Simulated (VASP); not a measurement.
# Sb in VASP: single point with PBE+D3(BJ)

Aim: the single point of Sb with PBE+D3(BJ).

All numbers are computed with VASP 6.6.1; they aren't measurements. Logs are shortened: lines on timing, memory, paths and dates and some standing lists are left out, and cuts for length are marked.

**1. The cell of the first run**

The cell holds a sheet with vacuum, 2 atoms: a = 4.068 Å, b = 4.068 Å, c = 27.100 Å, α = 90.00°, β = 90.00°, γ = 120.00°.

**2. Single point, PBE+D3(BJ)**

INCAR reads:

```
SYSTEM = Sb
PREC = Accurate ; ENCUT = 400
EDIFF = 1E-6 ; ISMEAR = 0
SIGMA = 0.03 ; LREAL = .FALSE.
LASPH = .TRUE. ; NELM = 120
ALGO = Normal ; ISIF = 2
LWAVE = .FALSE. ; LCHARG = .FALSE.
LDIPOL = .TRUE. ; IDIPOL = 3
DIPOL = 0.5 0.5 0.289 ; GGA = PE
IVDW = 12 ; NBANDS = 12
GGA_COMPAT = .FALSE. ; NELMDL = -8
```

KPOINTS reads:

```
Automatic mesh
0
G
  12 12 1
  0 0 0
```

POSCAR reads:

```
Sb
1.0
    4.0684997047      0.0000000000      0.0000000000
   -2.0342498523      3.5234240995      0.0000000000
    0.0000000000      0.0000000000     27.1000000030
Sb
2
Direct
    0.3333333333      0.6666666667      0.2583030158
    0.6666666667      0.3333333333      0.3191877591
```

Potentials or basis: VASP PAW PBE potentials, release 64 (Sb).

The run is started by

```bash
> cat potpaw_PBE.64/Sb/POTCAR > POTCAR
> mpirun -np 1 vasp_std > vasp.out
```

OUTCAR:

```text
SYSTEM = Sb
   PREC = Accurate
   ENCUT = 400
   EDIFF = 1E-6
   ISMEAR = 0
   LREAL = .FALSE.
   LASPH = .TRUE.
   NELM = 120
   ISIF = 2
   GGA = PE
   IVDW = 12
   NELMDL = -8
 IVDW          = 12

 ion  position               nearest neighbor table
   1  0.333  0.667  0.258-   2 2.87   2 2.87   2 2.87
   2  0.667  0.333  0.319-   1 2.87   1 2.87   1 2.87

  LATTYP: Found a hexagonal cell.
 ALAT       =     4.0684997047
 C/A-ratio  =     6.6609320315

  Lattice vectors:

 A1 = (   4.0684997047,   0.0000000000,   0.0000000000)
 A2 = (  -2.0342498523,   3.5234240995,   0.0000000000)
 A3 = (   0.0000000000,   0.0000000000,  27.1000000030)

Analysis of symmetry for initial positions (statically):
=====================================================================
 Subroutine PRICEL returns:
 Original cell was already a primitive cell.

 Routine SETGRP: Setting up the symmetry group for a
 hexagonal supercell.

 Subroutine GETGRP returns: Found 12 space group operations
 (whereof  6 operations were pure point group operations)
 out of a pool of 24 trial point group operations.

The static configuration has the point symmetry C_3v.
 The point group associated with its full space group is D_3d.

Analysis of symmetry for dynamics (positions and initial velocities):
=====================================================================
 Subroutine PRICEL returns:
 Original cell was already a primitive cell.

 Routine SETGRP: Setting up the symmetry group for a
 hexagonal supercell.

 Subroutine GETGRP returns: Found 12 space group operations
 (whereof  6 operations were pure point group operations)
 out of a pool of 24 trial point group operations.

The dynamic configuration has the point symmetry C_3v.
 The point group associated with its full space group is D_3d.

 Subroutine INISYM returns: Found 12 space group operations
 (whereof  6 operations are pure point group operations),
 and found     1 'primitive' translations

----------------------------------------------------------------------------------------

                                     Primitive cell

  volume of cell :     388.4799

  direct lattice vectors                    reciprocal lattice vectors
     4.068499705  0.000000000  0.000000000     0.245790850  0.141907413  0.000000000
    -2.034249852  3.523424100  0.000000000     0.000000000  0.283814827  0.000000000
     0.000000000  0.000000000 27.100000003     0.000000000  0.000000000  0.036900369

  length of vectors
     4.068499705  4.068499705 27.100000003     0.283814827  0.283814827  0.036900369

  position of ions in fractional coordinates (direct lattice)
     0.333333333  0.666666667  0.258303016
     0.666666667  0.333333333  0.319187759

  ion indices of the primitive-cell ions
   primitive index   ion index
                 1           1
                 2           2

----------------------------------------------------------------------------------------

 KPOINTS: Automatic mesh

Automatic generation of k-mesh.
 Grid dimensions read from file:
 generate k-points for:   12   12    1

 Generating k-lattice:

  Cartesian coordinates                     Fractional coordinates (reciprocal lattice)
     0.020482571  0.011825618  0.000000000     0.083333333  0.000000000  0.000000000
     0.000000000  0.023651236  0.000000000     0.000000000  0.083333333  0.000000000
     0.000000000  0.000000000  0.036900369     0.000000000  0.000000000  1.000000000

  Length of vectors
     0.023651236  0.023651236  0.036900369

  Shift w.r.t. Gamma in fractional coordinates (k-lattice)
     0.000000000  0.000000000  0.000000000

 Subroutine IBZKPT returns following result:
 ===========================================

 Found     19 irreducible k-points:

 Following reciprocal coordinates:
            Coordinates               Weight
  0.000000  0.000000  0.000000      1.000000
  0.083333  0.000000  0.000000      6.000000
  0.166667 -0.000000  0.000000      6.000000
  0.250000  0.000000  0.000000      6.000000
  0.333333  0.000000  0.000000      6.000000
  0.416667  0.000000  0.000000      6.000000
[... 11 lines left out ...]
  0.333333  0.250000  0.000000     12.000000
  0.333333  0.333333  0.000000      2.000000
   k-points           NKPTS =     19   k-points in BZ     NKDIM =     19   number of bands    NBANDS=     12
   number of dos      NEDOS =    301   number of ions     NIONS =      2
   total plane-waves  NPLWV = 141120
   dimension x,y,z NGX =    28 NGY =   28 NGZ =  180
   dimension x,y,z NGXF=    56 NGYF=   56 NGZF=  360
   ions per type =               2
   NGX,Y,Z   is equivalent  to a cutoff of  11.44, 11.44, 11.04 a.u.
   NGXF,Y,Z  is equivalent  to a cutoff of  22.88, 22.88, 22.08 a.u.
 SYSTEM =  Sb
   PREC   = accura    normal or accurate (medium, high low for compatibility)
   ISTART =      0    job   : 0-new  1-cont  2-samecut
   ICHARG =      2    charge: 1-file 2-atom 10-const
   ISPIN  =      1    spin polarized calculation?
   LNONCOLLINEAR =      F non collinear calculations
   LSORBIT =      F    spin-orbit coupling
   LASPH  =      T    aspherical Exc in radial PAW
   ENCUT  =  400.0 eV  29.40 Ry    5.42 a.u.   6.63  6.63 44.19*2*pi/ulx,y,z
   NELM   =    120;   NELMIN=  2; NELMDL= -8     # of ELM steps
   EDIFF  = 0.1E-05   stopping-criterion for ELM
   LREAL  =      F    real-space projection
   EDIFFG = 0.1E-04   stopping-criterion for IOM
   NSW    =      0    number of steps for IOM
   IBRION =     -1    ionic relax: 0-MD 1-quasi-New 2-CG
   NFREE  =      0    steps in history (QN), initial steepest desc. (CG)
   ISIF   =      2    stress and relaxation
   ISYM   =      2    0-nonsym 1-usesym 2-fastsym
   POTIM  = 0.5000    time-step for ionic-motion
   TEBEG  =    0.0;   TEEND  =   0.0 temperature during run
   PSTRESS=    0.0 pullay stress
   NELECT =      10.0000    total number of electrons
   NUPDOWN=      -1.0000    fix difference up-down
   EMIN   =  10.00;   EMAX   =-10.00  energy-range for DOS
   EFERMI =   0.00;   METHOD = LEGACY
   ISMEAR =     0;   SIGMA  =   0.03  broadening in eV -4-tet -1-fermi 0-gaus
   EFERMI_NEDOS =   21; number of points for ismear=-14 and -15
   IALGO  =     38    algorithm
   IMIX   =      4    mixing-type and parameters
     AMIX     =   0.40;   BMIX     =  1.00
     AMIX_MAG =   1.60;   BMIX_MAG =  1.00
  volume/ion in A,a.u.               =     194.24      1310.80
  Fermi-wavevector in a.u.,A,eV,Ry     =   0.483376  0.913449  3.179037  0.233653
  Thomas-Fermi vector in A             =   1.482506
   LORBIT       =      0    0 simple, 1 ext, 2 COOP (PROOUT), +10 PAW based schemes
   GGA     = PE    functional components
   LHFCALC =     F    Hartree Fock is set to
   AEXX    =    0.0000 exact exchange contribution
   IVDW    =    12    specifies the selected vdW correction
   LEPSILON=     F    determine dielectric tensor
   LRPA    =     F    only Hartree local field effects (RPA)
 non-spin polarized calculation
 Gauss-broadening in eV      SIGMA  =   0.03
  energy-cutoff  :      400.00
  volume of cell :      388.48
 maximum number of plane-waves:      7125
 NGX is ok and might be reduce to    28
   NGX = 13   NGY = 13   NGZ = 89

 dipolmoment           0.000000      0.000000      0.000001 electrons x Angstroem

 number of electron      10.0000000 magnetization

 dipolmoment           0.000000      0.000000     -0.000000 electrons x Angstroem

 Free energy of the ion-electron system (eV)
  ---------------------------------------------------
  ext. energy  EPLUGINS =         0.00000000
  ---------------------------------------------------
  free energy    TOTEN  =        -8.10045030 eV

  energy without entropy =       -8.10045030  energy(sigma->0) =       -8.10045030

 E-fermi :  -2.8347     XC(G=0):  -2.0127

 val. band max:       -2.9640641086   @ k =   0.0000   0.0000   0.0000
 cond. band min:      -1.7763528342   @ k =   0.3333   0.0000   0.0000
 fundamental gap:      1.1877112743
 Fermi energy:        -2.8347471958

 k-point     1 :       0.0000    0.0000    0.0000
  band No.  band energies     occupation
      1     -14.4602      2.00000
      2      -9.3911      2.00000
      3      -3.7289      2.00000
      4      -2.9641      2.00000
      5      -2.9641      2.00000
      6      -1.3269      0.00000
      7      -0.1653      0.00000
      8      -0.1653      0.00000
      9       1.2221      0.00000
     10       1.4941      0.00000
     11       1.9360      0.00000
     12       2.2248      0.00000

 k-point     2 :       0.0833    0.0000    0.0000
  band No.  band energies     occupation
      1     -14.3839      2.00000
      2      -9.3821      2.00000
      3      -3.7190      2.00000
      4      -3.6915      2.00000
      5      -3.1430      2.00000
      6      -0.8446      0.00000
      7      -0.2474      0.00000
      8       0.0043      0.00000
      9       1.3295      0.00000
     10       1.5796      0.00000
     11       2.0192      0.00000
     12       2.3113      0.00000

 k-point     3 :       0.1667   -0.0000    0.0000
  band No.  band energies     occupation
      1     -14.1573      2.00000
      2      -9.3897      2.00000
      3      -4.8404      2.00000
      4      -3.6130      2.00000
      5      -3.5379      2.00000
      6      -1.2128      0.00000
      7       0.3268      0.00000
      8       0.3602      0.00000
      9       1.5824      0.00000
     10       1.8347      0.00000
     11       2.2615      0.00000
     12       2.5577      0.00000

 k-point     4 :       0.2500    0.0000    0.0000
  band No.  band energies     occupation
      1     -13.7892      2.00000
      2      -9.5274      2.00000
      3      -5.7206      2.00000
      4      -3.9550      2.00000
      5      -3.6198      2.00000
      6      -1.6797      0.00000
      7       0.4745      0.00000
      8       0.5431      0.00000
      9       1.8277      0.00000
     10       2.2222      0.00000
     11       2.6573      0.00000
     12       2.9353      0.00000

 k-point     5 :       0.3333    0.0000    0.0000
  band No.  band energies     occupation
      1     -13.3026      2.00000
      2      -9.9274      2.00000
      3      -6.1375      2.00000
      4      -4.2937      2.00000
      5      -3.8963      2.00000
      6      -1.7764      0.00000
      7       0.0394      0.00000
      8       0.5989      0.00000
      9       2.3157      0.00000
     10       2.4416      0.00000
     11       3.1083      0.00000
     12       3.4346      0.00000
[... 153 lines left out ...]
      1     -12.2300      2.00000
      2     -10.9701      2.00000
      3      -6.2248      2.00000
      4      -5.1790      2.00000
      5      -4.5536      2.00000
      6      -1.0391      0.00000
      7      -0.0497      0.00000
      8       0.2264      0.00000
      9       2.4393      0.00000
     10       4.1144      0.00000
     11       4.2764      0.00000
     12       4.4148      0.00000

 k-point    17 :       0.2500    0.2500    0.0000
  band No.  band energies     occupation
      1     -12.5802      2.00000
      2     -10.5502      2.00000
      3      -6.1323      2.00000
      4      -5.6165      2.00000
      5      -4.1258      2.00000
      6      -1.0743      0.00000
      7      -0.3063      0.00000
      8       0.9187      0.00000
      9       3.1470      0.00000
     10       3.2881      0.00000
     11       3.7778      0.00000
     12       3.8119      0.00000

 k-point    18 :       0.3333    0.2500    0.0000
  band No.  band energies     occupation
      1     -12.0621      2.00000
      2     -11.0638      2.00000
      3      -6.4706      2.00000
      4      -5.2441      2.00000
      5      -4.5267      2.00000
      6      -1.3991      0.00000
      7       0.1683      0.00000
      8       0.6911      0.00000
      9       3.2754      0.00000
     10       3.7966      0.00000
     11       4.0756      0.00000
     12       4.5155      0.00000

 k-point    19 :       0.3333    0.3333    0.0000
  band No.  band energies     occupation
      1     -11.5503      2.00000
      2     -11.5503      2.00000
      3      -6.6487      2.00000
      4      -4.8763      2.00000
      5      -4.8763      2.00000
      6      -1.6079      0.00000
      7       0.5577      0.00000
      8       0.5577      0.00000
      9       3.5643      0.00000
     10       4.3581      0.00000
     11       4.3581      0.00000
     12       4.8152      0.00000

------------------------ aborting loop because EDIFF is reached ----------------------------------------

 vacuum level on the upper side and lower side of the slab       (xc-potential included)        -0.007        -0.007

 Edisp (eV)   -0.47323

 E8    (eV) :    -0.2355

  FORCE on cell =-STRESS in cart. coord.  units (eV):
  Direction    XX          YY          ZZ          XY          YZ          ZX
  --------------------------------------------------------------------------------------
  -------------------------------------------------------------------------------------
  Total       0.02146     0.02146     0.14379     0.00000     0.00000     0.00000
  in kB       0.08850     0.08850     0.59301     0.00000     0.00000     0.00000
  external pressure =        0.26 kB  Pullay stress =        0.00 kB

 VOLUME and BASIS-vectors are now :
 -----------------------------------------------------------------------------
  energy-cutoff  :      400.00
  volume of cell :      388.48
      direct lattice vectors                 reciprocal lattice vectors
     4.068499705  0.000000000  0.000000000     0.245790850  0.141907413  0.000000000
    -2.034249852  3.523424100  0.000000000     0.000000000  0.283814827  0.000000000
     0.000000000  0.000000000 27.100000003     0.000000000  0.000000000  0.036900369

 POSITION                                       TOTAL-FORCE (eV/Angst)
 -----------------------------------------------------------------------------------
     -0.00000      2.34895      7.00001        -0.000000      0.000000     -0.090765
      2.03425      1.17447      8.64999         0.000000      0.000000      0.090765
 -----------------------------------------------------------------------------------
    total drift:                                0.000000     -0.000000     -0.000003

  FREE ENERGIE OF THE ION-ELECTRON SYSTEM (eV)
  ---------------------------------------------------
  free  energy   TOTEN  =        -8.5736824361 eV

  energy  without entropy=       -8.5736824361  energy(sigma->0) =       -8.57368244

 vacuum level on the upper side and lower side of the slab         1.763         1.763
```

Run time: 3.1 min. Hardware: 1 thread of Intel Xeon 8259CL, shared host; peak memory 0.36 GiB.

What came out:

```yaml
Free_energy: -8.5737 eV
Largest_force: 0.091 eV/Å
Band_gap_on_the_k_mesh: 1.19 eV, indirect (least direct gap 1.64 eV)
Dispersion_energy_per_atom: -0.237 eV
```

Forces in eV/Å, atoms in the order of the input:
```
Sb   0.000  0.000 -0.091
Sb   0.000  0.000  0.091
```

Caveat: spin-orbit coupling is left out, which moves the levels of the heavy elements.
